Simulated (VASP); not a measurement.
# Al16O22F (a cell with a defect) in VASP: notebook

Runs on Al16O22F (a cell with a defect). Level: PBE. Tasks: single point.

Program: VASP 6.6.1. These are calculated values, not measurements. Logs are shortened: lines on timing, memory, paths and dates and some standing lists are left out, and cuts for length are marked.

## Step 1: The cell of the first run

The cell holds a defect, 39 atoms: a = 6.992 Å, b = 6.992 Å, c = 6.992 Å, α = 85.68°, β = 85.68°, γ = 85.68°.

## Step 2: Single point, PBE

INCAR reads:

```
ALGO     = Normal         # electronic algorithm
EDIFF    = 1E-6           # SCF threshold, eV
ENCUT    = 520            # plane-wave cutoff, eV
GGA      = PE             # functional
ISIF     = 2              # what is computed and relaxed
ISMEAR   = -1             # smearing method
LASPH    = True           # aspherical terms in the spheres
LCHARG   = False          # write CHGCAR
LREAL    = Auto         
LWAVE    = False          # write WAVECAR
NBANDS   = 118            # bands
NELECT   = 188.0        
NELM     = 80             # most SCF steps
PREC     = Accurate       # precision mode
SIGMA    = 0.02           # smearing width, eV
```

KPOINTS reads:

```
k-points
0
Gamma
  2 2 2
```

POSCAR reads:

```
Al16O22F
1.0
   -4.7540000000     -2.7447230000      4.3300000000
    4.7540000000     -2.7447230000      4.3300000000
    0.0000000000      5.4894460000      4.3300000000
Al O F
16 22 1
Direct
    0.3539427771      0.3520124596      0.3464904905
    0.1598330123      0.1329742577      0.1444916660
    0.6435327048      0.6437952354      0.6286420667
    0.8254738817      0.8493492342      0.8567686139
    0.8556491125      0.8523223504      0.3483524123
    0.6451344284      0.6501519240      0.1538627509
    0.1524750137      0.1580742625      0.6438661173
    0.3545458826      0.3507907515      0.8537507252
    0.8522122477      0.3542107281      0.8529849687
    0.6509515750      0.1516916880      0.6449227329
    0.1586736757      0.6593557803      0.1490421836
    0.3799998647      0.8348254960      0.4369966373
    0.3526822871      0.8357502402      0.8307752970
    0.1413198521      0.6451512085      0.6442772922
    0.6479549899      0.1457159535      0.1498043812
    0.8629226289      0.3503591892      0.3429725807
    0.5989079391      0.4001032596      0.7483288244
    0.7679452351      0.5917261637      0.3940406169
    0.4067948148      0.5955733962      0.2562248923
    0.2555163137      0.4057976695      0.5935964011
    0.6001264768      0.2506625508      0.4004806032
    0.2559928765      0.0908347884      0.4042663744
    0.9072788394      0.2579473590      0.5937328414
    0.9088485567      0.0971588950      0.2459229227
    0.7631471341      0.9128547954      0.5944868713
    0.0963101362      0.7476451200      0.3949754275
    0.1057077819      0.4009115082      0.2475683199
    0.2545173496      0.5868362021      0.9088050259
    0.9013345863      0.7504936248      0.0915121047
    0.8997312693      0.6013405570      0.7487613113
    0.7501601578      0.4035626871      0.0952505340
    0.0996892717      0.2582181504      0.9023968033
    0.5994757748      0.9032616006      0.2543187878
    0.7377504933      0.1000413435      0.9044579568
    0.4066122992      0.2453144543      0.0958378668
    0.4030189117      0.0944486163      0.7415613919
    0.2450038760      0.9009898122      0.0679838493
    0.5920391092      0.7469073590      0.9057473685
    0.0410879627      0.9586959279      0.7822555879
```

Potentials or basis: VASP PAW PBE potentials, release 64 (Al, O, F).

Run with:

```sh
$ cat potpaw_PBE.64/Al/POTCAR potpaw_PBE.64/O/POTCAR potpaw_PBE.64/F/POTCAR > POTCAR
$ mpirun -np 1 vasp_std > vasp.out
```

OUTCAR:

```text
EDIFF = 1E-6
   ENCUT = 520
   GGA = PE
   ISIF = 2
   ISMEAR = -1
   LASPH = True
   LREAL = Auto
   NELECT = 188.0
   NELM = 80
   PREC = Accurate

 ion  position               nearest neighbor table
   1  0.354  0.352  0.346-  19 1.83  20 1.87  21 1.87  27 1.91  35 1.95  22 2.00   2 2.67   7 2.75
                            15 2.76  11 2.79   6 3.18  10 3.23  14 3.23
   2  0.160  0.133  0.144-  37 1.79  24 1.87  32 1.91  35 1.95  22 1.98  27 2.06   1 2.67   8 2.78
                            16 2.82   5 3.19  12 3.20  13 3.28   9 3.29  11 3.31
   3  0.644  0.644  0.629-  18 1.85  17 1.88  30 2.03  25 2.11  38 2.11  12 2.59   4 2.67  13 2.72
                             5 2.76   9 2.85  16 3.20   8 3.23   6 3.32
   4  0.825  0.849  0.857-  39 1.77  38 1.83  29 1.83  34 1.86  25 1.93  30 1.96   3 2.67   6 2.70
                            10 2.75  14 2.91  15 3.15  13 3.33  11 3.35
   5  0.856  0.852  0.348-  26 1.83  24 1.86  25 1.86  33 1.95  18 1.96  29 1.98   6 2.63   3 2.76
                            11 2.77  15 2.77  14 3.18   2 3.19  10 3.24  12 3.35
   6  0.645  0.650  0.154-  19 1.82  38 1.87  31 1.88  18 1.95  33 1.95  29 1.98   5 2.63   4 2.70
                            16 2.80  12 2.91   1 3.18   9 3.25  13 3.29   3 3.32
   7  0.152  0.158  0.644-  39 1.83  23 1.85  22 1.85  20 1.92  36 1.94  32 1.99   8 2.62   1 2.75
                             9 2.80  13 2.85  12 3.06  16 3.18
   8  0.355  0.351  0.854-  28 1.80  35 1.85  17 1.86  32 1.94  20 1.99  36 2.01   7 2.62   2 2.78
                            10 2.79  14 2.83  15 3.21   3 3.23  11 3.25
   9  0.852  0.354  0.853-  31 1.83  32 1.86  30 1.87  17 1.96  23 1.98  34 2.00  10 2.65   7 2.80
[... 20 lines left out ...]
  22  0.256  0.091  0.404-   7 1.85  12 1.93   2 1.98   1 2.00
[... 12 lines left out ...]
  35  0.407  0.245  0.096-  15 1.83   8 1.85   2 1.95   1 1.95
  36  0.403  0.094  0.742-  10 1.87  13 1.92   7 1.94   8 2.01
  37  0.245  0.901  0.068-   2 1.79  13 1.84  11 1.87
  38  0.592  0.747  0.906-   4 1.83  13 1.84   6 1.87   3 2.11
  39  0.041  0.959  0.782-   4 1.77   7 1.83  13 2.32  14 2.49

  LATTYP: Found a trigonal (rhomboedric) cell.
 ALAT       =     6.9916321661
 COS(alpha) =     0.0753205480

  Lattice vectors:

 A1 = (  -4.7540000000,  -2.7447230000,   4.3300000000)
 A2 = (   4.7540000000,  -2.7447230000,   4.3300000000)
 A3 = (   0.0000000000,   5.4894460000,   4.3300000000)

Analysis of symmetry for initial positions (statically):
=====================================================================
 Subroutine PRICEL returns:
 Original cell was already a primitive cell.

 Routine SETGRP: Setting up the symmetry group for a
 trigonal (rhombohedral) supercell.

 Subroutine GETGRP returns: Found  1 space group operations
 (whereof  1 operations were pure point group operations)
 out of a pool of 12 trial point group operations.

[... 181 lines left out ...]
   PSTRESS=    0.0 pullay stress
   NELECT =     188.0000    total number of electrons
   NUPDOWN=      -1.0000    fix difference up-down
   EMIN   =  10.00;   EMAX   =-10.00  energy-range for DOS
   EFERMI =   0.00;   METHOD = LEGACY
   ISMEAR =    -1;   SIGMA  =   0.02  broadening in eV -4-tet -1-fermi 0-gaus
   EFERMI_NEDOS =   21; number of points for ismear=-14 and -15
   IALGO  =     38    algorithm
   IMIX   =      4    mixing-type and parameters
     AMIX     =   0.40;   BMIX     =  1.00
     AMIX_MAG =   1.60;   BMIX_MAG =  1.00
  volume/ion in A,a.u.               =       8.69        58.66
  Fermi-wavevector in a.u.,A,eV,Ry     =   1.345019  2.541718 24.613984  1.809077
  Thomas-Fermi vector in A             =   2.472966
   LORBIT       =      0    0 simple, 1 ext, 2 COOP (PROOUT), +10 PAW based schemes
   GGA     = PE    functional components
   LHFCALC =     F    Hartree Fock is set to
   AEXX    =    0.0000 exact exchange contribution
   IVDW    =     0    specifies the selected vdW correction
   LEPSILON=     F    determine dielectric tensor
   LRPA    =     F    only Hartree local field effects (RPA)
 non-spin polarized calculation
  energy-cutoff  :      520.00
  volume of cell :      339.00
 maximum number of plane-waves:      9142
 NGX is ok and might be reduce to    54
   NGX = 25   NGY = 25   NGZ = 25

 number of electron     187.9999986 magnetization

 Free energy of the ion-electron system (eV)
  ---------------------------------------------------
  ext. energy  EPLUGINS =         0.00000000
  ---------------------------------------------------
  free energy    TOTEN  =      -269.32455831 eV

  energy without entropy =     -269.32455831  energy(sigma->0) =     -269.32455831

 E-fermi :  11.5260     XC(G=0): -11.6522

 val. band max:       10.9725310910   @ k =   0.0000   0.0000   0.0000
 cond. band min:      12.3562084962   @ k =  -0.0000   0.5000   0.0000
 fundamental gap:      1.3836774051
 Fermi energy:        11.5259942793

 k-point     1 :       0.0000    0.0000    0.0000
  band No.  band energies     occupation
      1     -17.4217      2.00000
      2     -13.1550      2.00000
      3     -12.1734      2.00000
      4     -12.0231      2.00000
      5     -11.8571      2.00000
      6     -11.5642      2.00000
[... 861 lines left out ...]
    105      15.7046      0.00000
    106      15.8220      0.00000
 [bands above 106 left out]

------------------------ aborting loop because EDIFF is reached ----------------------------------------

  FORCE on cell =-STRESS in cart. coord.  units (eV):
  Direction    XX          YY          ZZ          XY          YZ          ZX
  --------------------------------------------------------------------------------------
  -------------------------------------------------------------------------------------
  Total       40.5677115     38.1465409     34.2829546      4.6373457     -3.4256905     -1.4137021
  in kB      191.7318424    180.2888629    162.0287120     21.9171060    -16.1905597     -6.6814642
  external PRESSURE =     178.0164724 kB  Pullay stress =       0.0000000 kB

 VOLUME and BASIS-vectors are now :
 -----------------------------------------------------------------------------
  energy-cutoff  :      520.00
  volume of cell :      339.00
      direct lattice vectors                 reciprocal lattice vectors
    -4.754000000 -2.744723000  4.330000000    -0.105174590 -0.060722582  0.076982294
     4.754000000 -2.744723000  4.330000000     0.105174590 -0.060722582  0.076982294
     0.000000000  5.489446000  4.330000000     0.000000000  0.121445163  0.076982294

 POSITION                                       TOTAL-FORCE (eV/Angst)
 -----------------------------------------------------------------------------------
     -0.00918     -0.03561      4.55709        -0.005771      0.009861      0.005440
     -0.12769     -0.01050      1.89350        -0.004767     -0.001189     -0.012043
      0.00125     -0.08246      8.29615         0.000502      0.013389      0.011096
      0.11350      0.10626     10.96179        -0.006229      0.012931     -0.010105
     -0.01582     -2.77565      8.90388         0.003404     -0.000246      0.007792
      0.02385     -2.71058      6.27482         0.001284     -0.000682     -0.012558
[... 31 lines left out ...]
      0.73624      1.29701      9.71952         0.011227      0.009725     -0.016019
      4.36231      1.55002      7.71623        -0.010355     -0.012381      0.020145
 -----------------------------------------------------------------------------------
    total drift:                               -0.012571      0.001923     -0.012958

  FREE ENERGIE OF THE ION-ELECTRON SYSTEM (eV)
  ---------------------------------------------------
  free  energy   TOTEN  =      -269.3245583147 eV

  energy  without entropy=     -269.3245583147  energy(sigma->0) =     -269.32455831
```

stdout:

```text
POSCAR found type information on POSCAR AlO F
 POSCAR found :  3 types and      39 ions
 scaLAPACK will be used
 LDA part: xc-table for (Slater+PW92), standard interpolation
 POSCAR, INCAR and KPOINTS ok, starting setup
 FFT: planning ... GRIDC
 FFT: planning ... GRID_SOFT
 FFT: planning ... GRID
 WAVECAR not read
 entering main loop
 the old and the new charge density differ
 old charge density:   187.00000 new  188.00000
    0.348E+01
```

Wall time 8.1 min (1 thread of Intel Xeon Platinum 8259CL at 2.50GHz (Skylake/Cascade Lake), shared host); peak memory 0.48 GiB.

Results:

```yaml
Free_energy: -269.3246 eV
Largest_force: 0.026 eV/Å
```

Forces on the atoms (eV/Å):
```
Al  -0.006  0.010  0.005
Al  -0.005 -0.001 -0.012
Al   0.001  0.013  0.011
Al  -0.006  0.013 -0.010
Al   0.003  0.000  0.008
Al   0.001 -0.001 -0.013
Al  -0.009 -0.017 -0.001
Al  -0.008  0.002  0.008
Al   0.005 -0.003  0.008
Al   0.006  0.002 -0.007
Al   0.003 -0.007 -0.012
Al   0.003 -0.001 -0.003
Al  -0.008 -0.014  0.002
Al   0.001  0.008  0.015
Al   0.001  0.001 -0.008
Al   0.001  0.003  0.006
O   -0.002 -0.001 -0.005
O    0.002 -0.001 -0.002
O    0.002  0.005  0.008
O    0.005 -0.003  0.009
O   -0.001 -0.001  0.006
O   -0.006  0.001 -0.003
O    0.001  0.000 -0.001
O   -0.008 -0.001 -0.005
O   -0.002 -0.003 -0.007
O    0.003  0.012  0.011
O    0.005  0.001  0.003
O    0.006 -0.004  0.003
O   -0.008 -0.005  0.007
O    0.008 -0.002  0.000
O    0.003 -0.007 -0.001
O    0.001  0.005 -0.007
O    0.002  0.008  0.001
O    0.000 -0.006  0.003
O   -0.003 -0.005 -0.010
O   -0.005  0.004 -0.006
O    0.010  0.000 -0.002
O    0.011  0.010 -0.016
F   -0.010 -0.012  0.020
```

Caveat: the k points lie up to 0.45 Å⁻¹ apart; the cell carries a net charge on a neutralising background, which shifts energy and pressure; the cell is charged against a uniform background, so pressure and absolute levels hang on convention.

## Step 3: Single point, PBE

INCAR reads:

```
PREC = Accurate
ENCUT = 520
EDIFF = 1E-7
ISMEAR = -1
SIGMA = 0.02
LREAL = Auto
LASPH = T
NELM = 100
ALGO = Normal
ISIF = 2
LWAVE = F
LCHARG = F
GGA = PE
NBANDS = 118
NELECT = 188.0
```

KPOINTS reads:

```
Automatic mesh
0
Gamma
  2 2 2
```

POSCAR reads:

```
Al16O22F
1.0
   -4.7540000000     -2.7447230000      4.3300000000
    4.7540000000     -2.7447230000      4.3300000000
    0.0000000000      5.4894460000      4.3300000000
Al O F
16 22 1
Direct
    0.3411913265      0.3556240162      0.3674654020
    0.1470655444      0.1534274941      0.1485171050
    0.6754263019      0.6432022396      0.6510761209
    0.8574543878      0.8712246068      0.8566844387
    0.8500465036      0.8549715308      0.3487995944
    0.6487666483      0.6469798505      0.1462478085
    0.1212947200      0.0631611608      0.6655409744
    0.3421675106      0.3509654087      0.8412384401
    0.8557827896      0.3461298367      0.8502977724
    0.6451705422      0.1515314232      0.6482264371
    0.1464409184      0.6462581116      0.1498164238
    0.3484860485      0.8562459497      0.3424612873
    0.3594321987      0.8550990829      0.8551543690
    0.1482339240      0.6692680454      0.6645569736
    0.6380995046      0.1569454454      0.1501222021
    0.8530813374      0.3501105745      0.3548018901
    0.5995708909      0.4083786023      0.7500039530
    0.7634199492      0.5955093917      0.4003955944
    0.4012938621      0.5975731906      0.2421478119
    0.2558949418      0.4319138989      0.5995366640
    0.5920922640      0.2540584643      0.4033706186
    0.2449443041      0.0958350716      0.4095859452
    0.9014508262      0.2455097847      0.5972953170
    0.9008667725      0.0994541391      0.2498258011
    0.7378595550      0.9053873784      0.5876948313
    0.0980644694      0.7584899258      0.4059108626
    0.0944679601      0.4042199802      0.2552771771
    0.2463969367      0.5912868153      0.9136631099
    0.9020601891      0.7516278245      0.1003444043
    0.9088894520      0.5942945077      0.7534971380
    0.7507550902      0.4046503002      0.0969342046
    0.0940866045      0.2440433262      0.9051005923
    0.5937037350      0.9061874264      0.2425594516
    0.7329633666      0.1057593762      0.9086561890
    0.3953302046      0.2523358884      0.0995049109
    0.4042451345      0.1047356993      0.7527501319
    0.2455306471      0.9063543127      0.0946134392
    0.6011831828      0.7511353310      0.8990830741
    0.4599894650      0.7169145976      0.5412415285
```

Potentials or basis: VASP PAW PBE potentials, release 64 (Al, O, F).

Run with:

```sh
$ cat potpaw_PBE.64/Al/POTCAR potpaw_PBE.64/O/POTCAR potpaw_PBE.64/F/POTCAR > POTCAR
$ mpirun -np 1 vasp_std > vasp.out
```

It took 8.8 min on 1 thread of Intel Xeon Platinum 8259CL at 2.50GHz (Skylake/Cascade Lake), shared host; peak memory 0.49 GiB.

It converged, with:

```
Free energy   : -269.3245 eV
Largest force : 0.023 eV/Å
```

Forces on the atoms (eV/Å):
```
Al   0.000  0.007  0.010
Al  -0.003  0.001 -0.007
Al  -0.012  0.015  0.006
Al  -0.014 -0.006 -0.008
Al   0.000 -0.008  0.010
Al   0.000 -0.006 -0.009
Al   0.002  0.005  0.007
Al  -0.003 -0.010  0.003
Al  -0.003 -0.001  0.014
Al   0.002  0.004 -0.013
Al   0.003  0.001 -0.009
Al   0.005 -0.001 -0.002
Al   0.006  0.006  0.014
Al   0.005 -0.001 -0.011
Al  -0.002 -0.002 -0.011
Al   0.002  0.002  0.010
O    0.005  0.007 -0.007
O    0.002  0.001 -0.006
O   -0.011 -0.003 -0.003
O   -0.001 -0.005  0.000
O   -0.002  0.005  0.002
O   -0.003  0.003 -0.003
O   -0.007 -0.008  0.002
O    0.003  0.003 -0.004
O    0.012 -0.003  0.002
O    0.006  0.015 -0.003
O    0.005  0.006 -0.006
O   -0.003 -0.004 -0.004
O    0.000 -0.001  0.005
O   -0.018 -0.001  0.014
O    0.003 -0.009  0.005
O   -0.009  0.002 -0.011
O    0.003 -0.004  0.008
O    0.008  0.001  0.009
O    0.000 -0.003 -0.003
O   -0.007 -0.005  0.005
O    0.006 -0.007 -0.010
O   -0.002 -0.005 -0.001
F    0.020  0.010  0.005
```

Levels at points of the mesh, in eV from the Fermi level:
```
           k point  band 92  band 93  band 94  band 95  band 96  band 97
(0.00, 0.00, 0.00)    -5.25    -4.57    -0.56     1.06     1.30     1.99
(0.50, 0.00, 0.00)    -5.35    -4.27    -0.82     1.23     1.93     2.60
(0.00, 0.50, 0.00)    -5.29    -4.19    -0.62     1.11     1.36     2.26
(0.00, 0.00, 0.50)    -5.30    -4.27    -0.58     0.83     1.84     2.32
(0.50, 0.50, 0.00)    -5.33    -4.20    -0.74     1.31     1.58     2.69
(0.50, 0.00, 0.50)    -5.29    -4.23    -0.76     1.04     1.88     2.86
(0.00, 0.50, 0.50)    -5.26    -4.18    -0.63     1.09     1.49     2.53
(0.50, 0.50, 0.50)    -5.27    -4.21    -0.73     1.18     1.69     2.71
```

Caveat: the k points lie up to 0.45 Å⁻¹ apart; the cell carries a net charge on a neutralising background, which shifts energy and pressure; the cell is charged against a uniform background, so pressure and absolute levels hang on convention.

[end of part 1 of 2]
